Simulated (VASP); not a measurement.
Write the native input for VASP 6.6.1 that does the following.

| Property | Result |
| --- | --- |
| Task | relaxation of cell and atoms |
| Functional | PBE |
| Potentials or basis | VASP PAW PBE potentials, release 64 (C) |
| Cutoff | 600 eV |
| k mesh | 32 × 32 × 32 |
| Occupations | gaussian, width 0.1 eV |
| Spin | no spin polarisation |
| Dipole correction | no |
| Further INCAR settings | ALGO = Normal; EDIFF = 1e-06; IBRION = 2; EDIFFG = -0.01; NSW = 100; ISIF = 3 |

The structure of C lies in POSCAR:

```
C
1.0
   -1.1813459534      1.1813459534      2.0548164399
    1.1813459534     -1.1813459534      2.0548164399
    1.1813459534      1.1813459534     -2.0548164399
C
2
Direct
    0.8171034473      0.8171034473      0.0000000000
    0.1828965527      0.1828965527      0.0000000000
```

These files were run (other wordings do the same):

INCAR

```
SYSTEM = C
PREC     = Accurate       ! precision mode
ENCUT    = 600            ! plane-wave cutoff, eV
EDIFF    = 1E-6           ! SCF threshold, eV
ISMEAR   = 0              ! smearing method
SIGMA    = 0.1            ! smearing width, eV
LREAL    = .False.        ! projectors in reciprocal space
LASPH    = .True.         ! aspherical terms in the spheres
NELM     = 80             ! most SCF steps
ALGO     = Normal         ! electronic algorithm
ISIF     = 3              ! what is computed and relaxed
LWAVE    = .False.        ! write WAVECAR
LCHARG   = .False.        ! write CHGCAR
GGA      = PE             ! functional
IBRION   = 2              ! ionic algorithm
NSW      = 100            ! ionic steps
EDIFFG   = -0.01          ! ionic threshold
```

KPOINTS

```
regular mesh
0
Gamma
  32 32 32
  0 0 0
```

Potentials or basis: VASP PAW PBE potentials, release 64 (C).

The run is started by

```console
$ cat potpaw_PBE.64/C/POTCAR > POTCAR
$ mpirun -np 1 vasp_std > vasp.out
```

Results of the run:

- Relaxed volume: 5.74 Å³/atom
- Relaxed cell: a = 2.647 Å, b = 2.647 Å, c = 2.647 Å, α = 126.93°, β = 126.93°, γ = 78.36°
- Space group after relaxing (to 0.05 Å): I4/mmm (No. 139)
- Energy gained by relaxing: 0.1 meV/atom
- Ionic steps: 3
- Pressure after relaxing: 0.0 GPa
- Largest force after relaxing: 0.008 eV/Å
- Band gap on the k mesh: zero (band 4 reaches 13.12 eV, above the bottom of band 5 at 6.07 eV)

It took 4.5 min on 1 thread of AMD EPYC 9R45 96-Core Processor (Zen 5), with other jobs on the host, peak memory 0.31 GiB.
